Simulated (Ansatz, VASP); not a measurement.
## Ta: VASP beside Ansatz

```
Ta
1.0
     4.69456    0.00000    0.00000
    -2.34728    4.06561    0.00000
     0.00000    0.00000   19.83310
Ta
5
Direct
  0.83333 0.16667 0.40337
  0.16667 0.83333 0.45168
  0.50000 0.50000 0.50000
  0.83333 0.16667 0.54832
  0.16667 0.83333 0.59663
```

Alike in both runs: task single point; functional PBE; k mesh 9 × 9 × 1; occupations fermi-dirac, width 0.08 eV; no spin polarisation.

```csv
,VASP,Ansatz
version,VASP 6.6.1,Ansatz 0.2.0
potentials or method,"VASP PAW PBE potentials, release 64 (Ta_pv), cutoff 520 eV","all-electron LAPW, scalar-relativistic"
```

Ansatz gave:

```
rms of the force components (eV/Å) : 0.969
```

Q: Which values does VASP return?

A: rms of the force components (eV/Å): 0.975.

Atom by atom the forces differ by 0.007 eV/Å (rms over components). Ansatz ran all-electron here, and VASP with PAW potentials.

Neither program's run includes spin-orbit coupling.
